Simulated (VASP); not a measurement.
Input of a VASP 6.6.1 run:

INCAR

```
SYSTEM = SiC
PREC = Accurate
ENCUT = 520
EDIFF = 1E-7
ISMEAR = 0
SIGMA = 0.05
LREAL = .FALSE.
LASPH = .TRUE.
NELM = 60
ALGO = Normal
ISIF = 2
LWAVE = .FALSE.
LCHARG = .FALSE.
GGA = PE
NBANDS = 11
```

KPOINTS

```
regular mesh
0
G
  12 12 12
  0 0 0
```

Contents of POSCAR:

```
SiC
1.0
    0.0000000000      2.1740000000      2.1740000000
    2.1740000000      0.0000000000      2.1740000000
    2.1740000000      2.1740000000      0.0000000000
Si C
1 1
Direct
   -0.1422995477      0.0000000000      0.0000000000
    0.7500000000      0.7500000000      0.7500000000
```

Potentials or basis: VASP PAW PBE potentials, release 64 (Si, C).

Run with:

```bash
$ cat potpaw_PBE.64/Si/POTCAR potpaw_PBE.64/C/POTCAR > POTCAR
$ mpirun -np 1 vasp_std > vasp.out
```

Problem. What does it give for the band gap on the k mesh?

Solution. Zero (band 4 reaches 9.35 eV, above the bottom of band 5 at 8.93 eV).

Problem. Estimate the largest force.

Solution. 12.188 eV/Å.

Problem. Predict the pressure.

Solution. 30.6 GPa.

Stress tensor (GPa, compression positive):
```
49.88 31.12 31.12
31.12 20.99 26.22
31.12 26.22 20.99
```

Caveat: the cell differs from its parent crystal (all Si atoms moved +0.438 Å, as atom 1 towards its neighbour atom 1 (Si) at 3.075 Å); forces of over 1 eV/Å act on the atoms, so gaps and moduli don't describe the material at rest.
